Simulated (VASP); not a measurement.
# CdSe (F-43m) in VASP: further runs

Aim: see how the results for CdSe move with the level of theory and the settings. Levels: PBE, BLYP. Tasks: single point.

Everything below comes from runs of VASP 6.6.1. Logs are shortened: lines on timing, memory, paths and dates and some standing lists are left out, and cuts for length are marked.

## (1) The cell of the first run

It takes space group F-43m (No. 216, cubic). The conventional cell has a = 6.141 Å, b = 6.141 Å, c = 6.141 Å, α = 90.00°, β = 90.00°, γ = 90.00°. Within 3.5 Å of Cd (site symmetry -43m) lie 4 Se at 2.66 Å. Se (site symmetry -43m) has 4 Cd at 2.66 Å within 3.5 Å.

## (2) Single point, PBE

INCAR

```
PREC = Accurate ; ENCUT = 520
EDIFF = 1E-6 ; ISMEAR = 0
SIGMA = 0.023 ; LREAL = False
LASPH = True ; NELM = 100
ALGO = Normal ; ISIF = 2
LWAVE = False ; LCHARG = True
GGA = PE ; LELF = True
LVHAR = True ; NBANDS = 16
```

KPOINTS

```
regular mesh
0
Gamma
  8 8 8
```

POSCAR

```
CdSe
1.0
    0.0000000000      3.0702711986      3.0702711986
    3.0702711986      0.0000000000      3.0702711986
    3.0702711986      3.0702711986      0.0000000000
Cd Se
1 1
Direct
    0.0000000000      0.0000000000      0.0000000000
    0.2500000000      0.2500000000      0.2500000000
```

Potentials or basis: VASP PAW PBE potentials, release 64 (Cd, Se).

The run is started by

```bash
cat potpaw_PBE.64/Cd/POTCAR potpaw_PBE.64/Se/POTCAR > POTCAR
mpirun -np 1 vasp_std > vasp.out
```

OUTCAR:

```text
PREC = Accurate
   ENCUT = 520
   EDIFF = 1E-6
   ISMEAR = 0
   LREAL = False
   LASPH = True
   NELM = 100
   ISIF = 2
   GGA = PE

 ion  position               nearest neighbor table
   1  0.000  0.000  0.000-   2 2.66   2 2.66   2 2.66   2 2.66
   2  0.250  0.250  0.250-   1 2.66   1 2.66   1 2.66   1 2.66

  LATTYP: Found a face centered cubic cell.
 ALAT       =     6.1405423972

  Lattice vectors:

 A1 = (   0.0000000000,   3.0702711986,   3.0702711986)
 A2 = (   3.0702711986,   0.0000000000,   3.0702711986)
 A3 = (   3.0702711986,   3.0702711986,   0.0000000000)

Analysis of symmetry for initial positions (statically):
=====================================================================
 Subroutine PRICEL returns:
 Original cell was already a primitive cell.

 Routine SETGRP: Setting up the symmetry group for a
 face centered cubic supercell.

 Subroutine GETGRP returns: Found 24 space group operations
 (whereof 24 operations were pure point group operations)
 out of a pool of 48 trial point group operations.

The static configuration has the point symmetry T_d .

Analysis of symmetry for dynamics (positions and initial velocities):
=====================================================================
 Subroutine PRICEL returns:
 Original cell was already a primitive cell.

 Routine SETGRP: Setting up the symmetry group for a
 face centered cubic supercell.

 Subroutine GETGRP returns: Found 24 space group operations
 (whereof 24 operations were pure point group operations)
 out of a pool of 48 trial point group operations.

The dynamic configuration has the point symmetry T_d .

 Subroutine INISYM returns: Found 24 space group operations
 (whereof 24 operations are pure point group operations),
 and found     1 'primitive' translations

----------------------------------------------------------------------------------------

                                     Primitive cell

  volume of cell :      57.8842

  direct lattice vectors                    reciprocal lattice vectors
     0.000000000  3.070271199  3.070271199    -0.162852063  0.162852063  0.162852063
     3.070271199  0.000000000  3.070271199     0.162852063 -0.162852063  0.162852063
     3.070271199  3.070271199  0.000000000     0.162852063  0.162852063 -0.162852063

  length of vectors
     4.342019169  4.342019169  4.342019169     0.282068048  0.282068048  0.282068048

  position of ions in fractional coordinates (direct lattice)
     0.000000000  0.000000000  0.000000000
     0.250000000  0.250000000  0.250000000

  ion indices of the primitive-cell ions
   primitive index   ion index
                 1           1
                 2           2

----------------------------------------------------------------------------------------

 KPOINTS: regular mesh

Automatic generation of k-mesh.
 Grid dimensions read from file:
 generate k-points for:    8    8    8

 Generating k-lattice:

  Cartesian coordinates                     Fractional coordinates (reciprocal lattice)
    -0.020356508  0.020356508  0.020356508     0.125000000  0.000000000  0.000000000
     0.020356508 -0.020356508  0.020356508     0.000000000  0.125000000  0.000000000
     0.020356508  0.020356508 -0.020356508     0.000000000  0.000000000  0.125000000

  Length of vectors
     0.035258506  0.035258506  0.035258506

  Shift w.r.t. Gamma in fractional coordinates (k-lattice)
     0.000000000  0.000000000  0.000000000

 Subroutine IBZKPT returns following result:
 ===========================================

 Found     29 irreducible k-points:

 Following reciprocal coordinates:
            Coordinates               Weight
  0.000000  0.000000  0.000000      1.000000
  0.125000  0.000000  0.000000      8.000000
  0.250000  0.000000  0.000000      8.000000
  0.375000  0.000000  0.000000      8.000000
  0.500000  0.000000  0.000000      4.000000
  0.125000  0.125000  0.000000      6.000000
[... 16 lines left out ...]
  0.500000  0.250000  0.125000     48.000000
 -0.375000  0.250000  0.125000     24.000000
 [... further k-points ...]
   k-points           NKPTS =     29   k-points in BZ     NKDIM =     29   number of bands    NBANDS=     16
   number of dos      NEDOS =    301   number of ions     NIONS =      2
   total plane-waves  NPLWV =  32768
   dimension x,y,z NGX =    32 NGY =   32 NGZ =   32
   dimension x,y,z NGXF=    64 NGYF=   64 NGZF=   64
   ions per type =               1   1
   NGX,Y,Z   is equivalent  to a cutoff of  12.25, 12.25, 12.25 a.u.
   NGXF,Y,Z  is equivalent  to a cutoff of  24.50, 24.50, 24.50 a.u.
 SYSTEM =  unknown system
   PREC   = accura    normal or accurate (medium, high low for compatibility)
   ISTART =      0    job   : 0-new  1-cont  2-samecut
   ICHARG =      2    charge: 1-file 2-atom 10-const
   ISPIN  =      1    spin polarized calculation?
   LNONCOLLINEAR =      F non collinear calculations
   LSORBIT =      F    spin-orbit coupling
   LASPH  =      T    aspherical Exc in radial PAW
   ENCUT  =  520.0 eV  38.22 Ry    6.18 a.u.   8.07  8.07  8.07*2*pi/ulx,y,z
   NELM   =    100;   NELMIN=  2; NELMDL= -5     # of ELM steps
   EDIFF  = 0.1E-05   stopping-criterion for ELM
   LREAL  =      F    real-space projection
   EDIFFG = 0.1E-04   stopping-criterion for IOM
   NSW    =      0    number of steps for IOM
   IBRION =     -1    ionic relax: 0-MD 1-quasi-New 2-CG
   NFREE  =      0    steps in history (QN), initial steepest desc. (CG)
   ISIF   =      2    stress and relaxation
   ISYM   =      2    0-nonsym 1-usesym 2-fastsym
   POTIM  = 0.5000    time-step for ionic-motion
   TEBEG  =    0.0;   TEEND  =   0.0 temperature during run
   PSTRESS=    0.0 pullay stress
   NELECT =      18.0000    total number of electrons
   NUPDOWN=      -1.0000    fix difference up-down
   EMIN   =  10.00;   EMAX   =-10.00  energy-range for DOS
   EFERMI =   0.00;   METHOD = LEGACY
   ISMEAR =     0;   SIGMA  =   0.02  broadening in eV -4-tet -1-fermi 0-gaus
   EFERMI_NEDOS =   21; number of points for ismear=-14 and -15
   IALGO  =     38    algorithm
   IMIX   =      4    mixing-type and parameters
     AMIX     =   0.40;   BMIX     =  1.00
     AMIX_MAG =   1.60;   BMIX_MAG =  1.00
  volume/ion in A,a.u.               =      28.94       195.31
  Fermi-wavevector in a.u.,A,eV,Ry     =   1.109121  2.095935 16.737199  1.230149
  Thomas-Fermi vector in A             =   2.245657
   LORBIT       =      0    0 simple, 1 ext, 2 COOP (PROOUT), +10 PAW based schemes
   GGA     = PE    functional components
   LHFCALC =     F    Hartree Fock is set to
   AEXX    =    0.0000 exact exchange contribution
   IVDW    =     0    specifies the selected vdW correction
   LEPSILON=     F    determine dielectric tensor
   LRPA    =     F    only Hartree local field effects (RPA)
 non-spin polarized calculation
 Gauss-broadening in eV      SIGMA  =   0.02
  energy-cutoff  :      520.00
  volume of cell :       57.88
 maximum number of plane-waves:      1588
   NGX = 17   NGY = 17   NGZ = 17

 number of electron      18.0000008 magnetization

 Free energy of the ion-electron system (eV)
  ---------------------------------------------------
  ext. energy  EPLUGINS =         0.00000000
  ---------------------------------------------------
  free energy    TOTEN  =        -5.49046467 eV

  energy without entropy =       -5.49046467  energy(sigma->0) =       -5.49046467

 E-fermi :   0.8280     XC(G=0):  -8.7565

 val. band max:        0.7188440916   @ k =   0.0000   0.0000   0.0000
 cond. band min:       1.2682473657   @ k =   0.0000   0.0000   0.0000
 fundamental gap:      0.5494032741
 Fermi energy:         0.8280192068

 k-point     1 :       0.0000    0.0000    0.0000
  band No.  band energies     occupation
      1     -11.7183      2.00000
      2      -7.1233      2.00000
      3      -7.1233      2.00000
      4      -7.1233      2.00000
      5      -6.7789      2.00000
      6      -6.7789      2.00000
[... 8 lines left out ...]
     15      11.7533      0.00000
     16      11.7533      0.00000

 k-point     2 :       0.1250    0.0000    0.0000
  band No.  band energies     occupation
      1     -11.6682      2.00000
      2      -7.1074      2.00000
      3      -7.1074      2.00000
      4      -7.0769      2.00000
      5      -6.7797      2.00000
      6      -6.7797      2.00000
[... 8 lines left out ...]
     15      11.0072      0.00000
     16      11.1129      0.00000

 k-point     3 :       0.2500    0.0000    0.0000
  band No.  band energies     occupation
      1     -11.5458      2.00000
      2      -7.0727      2.00000
      3      -7.0727      2.00000
      4      -6.9217      2.00000
      5      -6.7768      2.00000
      6      -6.7768      2.00000
[... 8 lines left out ...]
     15      10.7642      0.00000
     16      10.8068      0.00000

 k-point     4 :       0.3750    0.0000    0.0000
  band No.  band energies     occupation
      1     -11.4220      2.00000
      2      -7.0452      2.00000
      3      -7.0452      2.00000
      4      -6.7651      2.00000
      5      -6.7651      2.00000
      6      -6.6664      2.00000
[... 8 lines left out ...]
     15      11.6179      0.00000
     16      11.6179      0.00000

 k-point     5 :       0.5000    0.0000    0.0000
  band No.  band energies     occupation
      1     -11.3705      2.00000
      2      -7.0364      2.00000
      3      -7.0364      2.00000
      4      -6.7571      2.00000
      5      -6.7571      2.00000
      6      -6.5049      2.00000
[... 8 lines left out ...]
     15      12.7701      0.00000
     16      12.7701      0.00000

 k-point     6 :       0.1250    0.1250    0.0000
  band No.  band energies     occupation
      1     -11.6515      2.00000
      2      -7.0920      2.00000
      3      -7.0920      2.00000
      4      -7.0819      2.00000
      5      -6.7891      2.00000
      6      -6.7710      2.00000
[... 8 lines left out ...]
     15      11.5840      0.00000
     16      11.8879      0.00000

 k-point     7 :       0.2500    0.1250    0.0000
  band No.  band energies     occupation
      1     -11.5534      2.00000
      2      -7.0684      2.00000
      3      -7.0550      2.00000
      4      -6.9704      2.00000
      5      -6.7902      2.00000
      6      -6.7635      2.00000
[... 8 lines left out ...]
     15      11.6839      0.00000
     16      12.1190      0.00000

 k-point     8 :       0.3750    0.1250    0.0000
  band No.  band energies     occupation
      1     -11.4303      2.00000
      2      -7.0413      2.00000
      3      -7.0236      2.00000
      4      -6.8206      2.00000
      5      -6.7550      2.00000
      6      -6.7009      2.00000
[... 8 lines left out ...]
     15      11.7431      0.00000
     16      12.2092      0.00000

 k-point     9 :       0.5000    0.1250    0.0000
  band No.  band energies     occupation
      1     -11.3551      2.00000
      2      -7.0265      2.00000
      3      -7.0132      2.00000
      4      -6.7818      2.00000
      5      -6.7549      2.00000
      6      -6.4947      2.00000
[... 8 lines left out ...]
     15      12.1247      0.00000
     16      12.8263      0.00000
[... 172 lines left out ...]
 k-point    19 :       0.5000    0.3750    0.0000
  band No.  band energies     occupation
      1     -11.2776      2.00000
      2      -6.9511      2.00000
      3      -6.9034      2.00000
      4      -6.8798      2.00000
      5      -6.7336      2.00000
      6      -6.4522      2.00000
[... 8 lines left out ...]
     15      13.1929      0.00000
     16      13.7799      0.00000

 k-point    20 :      -0.3750    0.3750    0.0000
  band No.  band energies     occupation
      1     -11.2709      2.00000
      2      -6.9727      2.00000
      3      -6.9208      2.00000
      4      -6.8398      2.00000
      5      -6.7517      2.00000
      6      -6.3653      2.00000
[... 8 lines left out ...]
     15      12.1641      0.00000
     16      14.5013      0.00000

 k-point    21 :       0.5000    0.5000    0.0000
  band No.  band energies     occupation
      1     -11.2609      2.00000
      2      -6.9419      2.00000
      3      -6.8830      2.00000
      4      -6.8830      2.00000
      5      -6.7250      2.00000
      6      -6.4437      2.00000
[... 8 lines left out ...]
     15      13.0736      0.00000
     16      13.9827      0.00000

 k-point    22 :       0.3750    0.2500    0.1250
  band No.  band energies     occupation
      1     -11.4552      2.00000
      2      -7.0342      2.00000
      3      -7.0163      2.00000
      4      -6.8746      2.00000
      5      -6.7696      2.00000
      6      -6.7342      2.00000
[... 8 lines left out ...]
     15      12.1741      0.00000
     16      13.3196      0.00000

 k-point    23 :       0.5000    0.2500    0.1250
  band No.  band energies     occupation
      1     -11.3569      2.00000
      2      -7.0076      2.00000
      3      -6.9915      2.00000
      4      -6.8191      2.00000
      5      -6.7584      2.00000
      6      -6.5538      2.00000
[... 8 lines left out ...]
     15      12.4981      0.00000
     16      13.2540      0.00000

 k-point    24 :      -0.3750    0.2500    0.1250
  band No.  band energies     occupation
      1     -11.3164      2.00000
      2      -7.0027      2.00000
      3      -6.9803      2.00000
      4      -6.7961      2.00000
      5      -6.7636      2.00000
      6      -6.4246      2.00000
[... 8 lines left out ...]
     15      12.3171      0.00000
     16      13.2545      0.00000

 [... further k-points ...]

------------------------ aborting loop because EDIFF is reached ----------------------------------------

  FORCE on cell =-STRESS in cart. coord.  units (eV):
  Direction    XX          YY          ZZ          XY          YZ          ZX
  --------------------------------------------------------------------------------------
  -------------------------------------------------------------------------------------
  Total        0.5673509      0.5673509      0.5673509      0.0000000     -0.0000000      0.0000000
  in kB       15.7037039     15.7037039     15.7037039      0.0000000     -0.0000000      0.0000000
  external PRESSURE =      15.7037039 kB  Pullay stress =       0.0000000 kB

 VOLUME and BASIS-vectors are now :
 -----------------------------------------------------------------------------
  energy-cutoff  :      520.00
  volume of cell :       57.88
      direct lattice vectors                 reciprocal lattice vectors
     0.000000000  3.070271199  3.070271199    -0.162852063  0.162852063  0.162852063
     3.070271199  0.000000000  3.070271199     0.162852063 -0.162852063  0.162852063
     3.070271199  3.070271199  0.000000000     0.162852063  0.162852063 -0.162852063

 POSITION                                       TOTAL-FORCE (eV/Angst)
 -----------------------------------------------------------------------------------
      0.00000      0.00000      0.00000        -0.000000     -0.000000      0.000000
      1.53514      1.53514      1.53514         0.000000      0.000000     -0.000000
 -----------------------------------------------------------------------------------
    total drift:                               -0.000001     -0.000001     -0.000000

  FREE ENERGIE OF THE ION-ELECTRON SYSTEM (eV)
  ---------------------------------------------------
  free  energy   TOTEN  =        -5.4904646673 eV

  energy  without entropy=       -5.4904646673  energy(sigma->0) =       -5.49046467
```

Wall time 48 s (1 thread of AMD EPYC, shared host); peak memory 0.15 GiB.

Results:

```yaml
Free_energy: -5.4905 eV
Pressure: 1.6 GPa
Band_gap_on_the_k_mesh: 0.55 eV, direct
```

Levels at points of the mesh, in eV from the valence-band top:
```tsv
k point	band 5	band 6	band 7	band 8	band 9	band 10	band 11	band 12	band 13	band 14
(0.00, 0.00, 0.00)	-7.50	-7.50	0.00	0.00	0.00	0.55	5.93	5.93	5.93	9.67
(0.50, 0.00, 0.00)	-7.48	-7.22	-4.22	-0.71	-0.71	2.36	6.44	6.44	7.34	9.97
(0.50, 0.50, 0.00)	-7.44	-7.16	-3.95	-1.76	-1.76	3.19	3.73	8.98	10.05	10.05
```

A hybrid or GW would open this gap; PBE tends to underestimate it.

## (3) Single point, BLYP

This run uses another cell than the first one, of 31.53 Å³/atom, 1.089 times its volume.

INCAR

```
SYSTEM = CdSe
AGGAC = 1.0
AGGAX = 1.0
ALDAC = 0.0
ALDAX = 1.0
ALGO = Normal
EDIFF = 1E-6
ENCUT = 520
GGA = B5
ISIF = 2
ISMEAR = -1
LASPH = .TRUE.
LCHARG = .TRUE.
LELF = .TRUE.
LREAL = .FALSE.
LVHAR = .TRUE.
LWAVE = .FALSE.
NBANDS = 16
NELM = 100
PREC = Accurate
SIGMA = 0.05
```

KPOINTS

```
k-points
0
G
  8 8 8
  0 0 0
```

POSCAR

```
CdSe
1.0
    0.0000000000      3.1592496578      3.1592496578
    3.1592496578      0.0000000000      3.1592496578
    3.1592496578      3.1592496578      0.0000000000
Cd Se
1 1
Direct
    0.0000000000      0.0000000000      0.0000000000
    0.2500000000      0.2500000000      0.2500000000
```

Potentials or basis: VASP PAW PBE potentials, release 64 (Cd, Se).

The run is started by

```bash
cat potpaw_PBE.64/Cd/POTCAR potpaw_PBE.64/Se/POTCAR > POTCAR
mpirun -np 1 vasp_std > vasp.out
```

Run time: 93 s. Hardware: 1 thread of AMD EPYC, shared host; peak memory 0.18 GiB.

Results (log left out):

| Property | Result |
| --- | --- |
| Free energy | -4.5620 eV |
| Pressure | 0.3 GPa |
| Band gap on the k mesh | 0.31 eV, direct |

Levels at points of the mesh, in eV from the valence-band top:
```tsv
k point	band 7	band 8	band 9	band 10	band 11	band 12
(0.00, 0.00, 0.00)	0.00	0.00	0.00	0.31	5.90	5.90
(0.50, 0.00, 0.00)	-3.76	-0.60	-0.60	2.19	6.40	6.40
(0.50, 0.50, 0.00)	-3.60	-1.49	-1.49	3.40	3.57	8.68
```

Caveat: the PAW data sets were made with another functional, which shifts forces and pressure a little.
